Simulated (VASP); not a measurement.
# TiPt3 (Pm-3m) in VASP: further runs, part 2 of 2

VASP 6.6.1. The steps go on from the part before.

## 5. Single point, PBEsol (volume scaled by 1.01)

The input, INCAR:

```
SYSTEM = TiPt3
PREC = Accurate
ENCUT = 520
EDIFF = 1E-6
ISMEAR = -1
SIGMA = 0.05
LREAL = .FALSE.
LASPH = .TRUE.
NELM = 80
ALGO = Normal
ISIF = 2
LWAVE = .FALSE.
LCHARG = .FALSE.
GGA = PS
NBANDS = 29
```

The input, KPOINTS:

```
regular mesh
0
G
  9 9 9
  0 0 0
```

The input, POSCAR:

```
TiPt3
1.0
    3.9099469390      0.0000000000      0.0000000000
    0.0000000000      3.9099469390      0.0000000000
    0.0000000000      0.0000000000      3.9099469390
Ti Pt
1 3
Direct
    0.0000000000      0.0000000000      0.0000000000
    0.0000000000      0.5000000000      0.5000000000
    0.5000000000      0.0000000000      0.5000000000
    0.5000000000      0.5000000000      0.0000000000
```

Potentials or basis: VASP PAW PBE potentials, release 64 (Ti_sv, Pt).

Command:

```
$ cat potpaw_PBE.64/Ti_sv/POTCAR potpaw_PBE.64/Pt/POTCAR > POTCAR
$ mpirun -np 1 vasp_std > vasp.out
```

OUTCAR:

```text
SYSTEM = TiPt3
   PREC = Accurate
   ENCUT = 520
   EDIFF = 1E-6
   ISMEAR = -1
   LREAL = .FALSE.
   LASPH = .TRUE.
   NELM = 80
   ISIF = 2
   GGA = PS

 ion  position               nearest neighbor table
   1  0.000  0.000  0.000-   2 2.76   3 2.76   4 2.76   2 2.76   3 2.76   2 2.76   4 2.76   2 2.76
                             3 2.76   4 2.76   3 2.76   4 2.76
   2  0.000  0.500  0.500-   1 2.76   3 2.76   4 2.76   1 2.76   4 2.76   1 2.76   3 2.76   1 2.76
                             3 2.76   4 2.76   4 2.76   3 2.76
   3  0.500  0.000  0.500-   1 2.76   2 2.76   4 2.76   1 2.76   4 2.76   2 2.76   4 2.76   4 2.76
                             1 2.76   2 2.76   1 2.76   2 2.76
   4  0.500  0.500  0.000-   1 2.76   2 2.76   3 2.76   2 2.76   3 2.76   1 2.76   3 2.76   3 2.76
                             1 2.76   2 2.76   2 2.76   1 2.76

  LATTYP: Found a simple cubic cell.
 ALAT       =     3.9099469390

  Lattice vectors:

 A1 = (   3.9099469390,   0.0000000000,   0.0000000000)
 A2 = (   0.0000000000,   3.9099469390,   0.0000000000)
 A3 = (   0.0000000000,   0.0000000000,   3.9099469390)

Analysis of symmetry for initial positions (statically):
=====================================================================
 Subroutine PRICEL returns:
 Original cell was already a primitive cell.

 Routine SETGRP: Setting up the symmetry group for a
 simple cubic supercell.

 Subroutine GETGRP returns: Found 48 space group operations
 (whereof 48 operations were pure point group operations)
 out of a pool of 48 trial point group operations.

The static configuration has the point symmetry O_h .

Analysis of symmetry for dynamics (positions and initial velocities):
=====================================================================
 Subroutine PRICEL returns:
 Original cell was already a primitive cell.

 Routine SETGRP: Setting up the symmetry group for a
 simple cubic supercell.

 Subroutine GETGRP returns: Found 48 space group operations
 (whereof 48 operations were pure point group operations)
 out of a pool of 48 trial point group operations.

The dynamic configuration has the point symmetry O_h .

 Subroutine INISYM returns: Found 48 space group operations
 (whereof 48 operations are pure point group operations),
 and found     1 'primitive' translations

----------------------------------------------------------------------------------------

                                     Primitive cell

  volume of cell :      59.7740

  direct lattice vectors                    reciprocal lattice vectors
     3.909946939  0.000000000  0.000000000     0.255757946  0.000000000  0.000000000
     0.000000000  3.909946939  0.000000000     0.000000000  0.255757946  0.000000000
     0.000000000  0.000000000  3.909946939     0.000000000  0.000000000  0.255757946

  length of vectors
     3.909946939  3.909946939  3.909946939     0.255757946  0.255757946  0.255757946

  position of ions in fractional coordinates (direct lattice)
     0.000000000  0.000000000  0.000000000
     0.000000000  0.500000000  0.500000000
     0.500000000  0.000000000  0.500000000
     0.500000000  0.500000000  0.000000000

  ion indices of the primitive-cell ions
[... 28 lines left out ...]
 ===========================================

 Found     35 irreducible k-points:

 Following reciprocal coordinates:
            Coordinates               Weight
  0.000000  0.000000  0.000000      1.000000
  0.111111  0.000000  0.000000      6.000000
  0.222222  0.000000  0.000000      6.000000
  0.333333  0.000000  0.000000      6.000000
  0.444444  0.000000  0.000000      6.000000
  0.111111  0.111111  0.000000     12.000000
[... 16 lines left out ...]
  0.333333  0.333333  0.111111     24.000000
  0.444444  0.333333  0.111111     48.000000
 [... further k-points ...]
   k-points           NKPTS =     35   k-points in BZ     NKDIM =     35   number of bands    NBANDS=     29
   number of dos      NEDOS =    301   number of ions     NIONS =      4
   total plane-waves  NPLWV =  27000
   dimension x,y,z NGX =    30 NGY =   30 NGZ =   30
   dimension x,y,z NGXF=    60 NGYF=   60 NGZF=   60
   ions per type =               1   3
   NGX,Y,Z   is equivalent  to a cutoff of  12.76, 12.76, 12.76 a.u.
   NGXF,Y,Z  is equivalent  to a cutoff of  25.51, 25.51, 25.51 a.u.
 SYSTEM =  TiPt3
   PREC   = accura    normal or accurate (medium, high low for compatibility)
   ISTART =      0    job   : 0-new  1-cont  2-samecut
   ICHARG =      2    charge: 1-file 2-atom 10-const
   ISPIN  =      1    spin polarized calculation?
   LNONCOLLINEAR =      F non collinear calculations
   LSORBIT =      F    spin-orbit coupling
   LASPH  =      T    aspherical Exc in radial PAW
   ENCUT  =  520.0 eV  38.22 Ry    6.18 a.u.   7.27  7.27  7.27*2*pi/ulx,y,z
   NELM   =     80;   NELMIN=  2; NELMDL= -5     # of ELM steps
   EDIFF  = 0.1E-05   stopping-criterion for ELM
   LREAL  =      F    real-space projection
   EDIFFG = 0.1E-04   stopping-criterion for IOM
   NSW    =      0    number of steps for IOM
   IBRION =     -1    ionic relax: 0-MD 1-quasi-New 2-CG
   NFREE  =      0    steps in history (QN), initial steepest desc. (CG)
   ISIF   =      2    stress and relaxation
   ISYM   =      2    0-nonsym 1-usesym 2-fastsym
   POTIM  = 0.5000    time-step for ionic-motion
   TEBEG  =    0.0;   TEEND  =   0.0 temperature during run
   PSTRESS=    0.0 pullay stress
   NELECT =      42.0000    total number of electrons
   NUPDOWN=      -1.0000    fix difference up-down
   EMIN   =  10.00;   EMAX   =-10.00  energy-range for DOS
   EFERMI =   0.00;   METHOD = LEGACY
   ISMEAR =    -1;   SIGMA  =   0.05  broadening in eV -4-tet -1-fermi 0-gaus
   EFERMI_NEDOS =   21; number of points for ismear=-14 and -15
   IALGO  =     38    algorithm
   IMIX   =      4    mixing-type and parameters
     AMIX     =   0.40;   BMIX     =  1.00
     AMIX_MAG =   1.60;   BMIX_MAG =  1.00
  volume/ion in A,a.u.               =      14.94       100.84
  Fermi-wavevector in a.u.,A,eV,Ry     =   1.455416  2.750337 28.820336  2.118235
  Thomas-Fermi vector in A             =   2.572453
   LORBIT       =      0    0 simple, 1 ext, 2 COOP (PROOUT), +10 PAW based schemes
   GGA     = PS    functional components
   LHFCALC =     F    Hartree Fock is set to
   AEXX    =    0.0000 exact exchange contribution
   IVDW    =     0    specifies the selected vdW correction
   LEPSILON=     F    determine dielectric tensor
   LRPA    =     F    only Hartree local field effects (RPA)
 non-spin polarized calculation
  energy-cutoff  :      520.00
  volume of cell :       59.77
 maximum number of plane-waves:      1629
 NGX is ok and might be reduce to    30
   NGX = 15   NGY = 15   NGZ = 15

 number of electron      42.0000000 magnetization

 Free energy of the ion-electron system (eV)
  ---------------------------------------------------
  ext. energy  EPLUGINS =         0.00000000
  ---------------------------------------------------
  free energy    TOTEN  =       -32.76119744 eV

  energy without entropy =      -32.74909425  energy(sigma->0) =      -32.75514585

 E-fermi :  11.5365     XC(G=0): -13.3655

 val. band max:       11.5169575570   @ k =   0.4444   0.1111   0.1111
 cond. band min:      11.5623605613   @ k =   0.0000   0.0000   0.0000
 fundamental gap:      0.0454030042
 Fermi energy:        11.5364648322

 k-point     1 :       0.0000    0.0000    0.0000
  band No.  band energies     occupation
      1     -46.4271      2.00000
      2     -22.7444      2.00000
      3     -22.7444      2.00000
      4     -22.7444      2.00000
      5       1.3361      2.00000
      6       4.1790      2.00000
[... 757 lines left out ...]
     28      15.6062      0.00000
     29      18.9847      0.00000

 [... further k-points ...]

------------------------ aborting loop because EDIFF is reached ----------------------------------------

  FORCE on cell =-STRESS in cart. coord.  units (eV):
  Direction    XX          YY          ZZ          XY          YZ          ZX
  --------------------------------------------------------------------------------------
  -------------------------------------------------------------------------------------
  Total       -0.8767979     -0.8767979     -0.8767979     -0.0000000     -0.0000000      0.0000000
  in kB      -23.5016035    -23.5016035    -23.5016035     -0.0000000     -0.0000000      0.0000000
  external PRESSURE =     -23.5016035 kB  Pullay stress =       0.0000000 kB

 VOLUME and BASIS-vectors are now :
 -----------------------------------------------------------------------------
  energy-cutoff  :      520.00
  volume of cell :       59.77
      direct lattice vectors                 reciprocal lattice vectors
     3.909946939  0.000000000  0.000000000     0.255757946  0.000000000  0.000000000
     0.000000000  3.909946939  0.000000000     0.000000000  0.255757946  0.000000000
     0.000000000  0.000000000  3.909946939     0.000000000  0.000000000  0.255757946

 POSITION                                       TOTAL-FORCE (eV/Angst)
 -----------------------------------------------------------------------------------
      0.00000      0.00000      0.00000         0.000000      0.000000      0.000000
      0.00000      1.95497      1.95497         0.000000      0.000000      0.000000
      1.95497      0.00000      1.95497         0.000000      0.000000      0.000000
      1.95497      1.95497      0.00000         0.000000      0.000000      0.000000
 -----------------------------------------------------------------------------------
    total drift:                                0.000000      0.000000     -0.000000

  FREE ENERGIE OF THE ION-ELECTRON SYSTEM (eV)
  ---------------------------------------------------
  free  energy   TOTEN  =       -32.7611974440 eV

  energy  without entropy=      -32.7490942537  energy(sigma->0) =      -32.75514585
```

It took 32 s on 1 thread of Intel Xeon Platinum 8559C (Emerald Rapids), shared host; peak memory 0.2 GiB.

Results:

```yaml
Free_energy: -32.7612 eV
Pressure: -2.4 GPa
Band_gap_on_the_k_mesh: zero (band 21 reaches 12.91 eV, above the bottom of band 22 at 11.38 eV)
```

Caveat: the PAW data sets were made with another functional, which shifts forces and pressure a little; spin-orbit coupling is left out, which moves the levels of the heavy elements.

## 6. Summary

```csv
cell,gap on the mesh (eV),pressure (GPa)
"a = 3.817 Å, 4 atoms",none,19.6
"a = 3.871 Å, 4 atoms",none,5.9
"a = 3.897 Å, 4 atoms",none,0.2
"a = 3.910 Å, 4 atoms",none,-2.4
```

Alike in all rows: task single point; level PBEsol; potentials or basis VASP PAW PBE potentials, release 64 (Ti_sv, Pt); no spin polarisation; k mesh 9 × 9 × 9; cutoff (eV) 520; smearing fermi-dirac 0.05 eV.

Caveats: the PAW data sets were made with another functional, which shifts forces and pressure a little; spin-orbit coupling is left out, which moves the levels of the heavy elements.

Absolute energies hang on the potentials; compare differences alone.
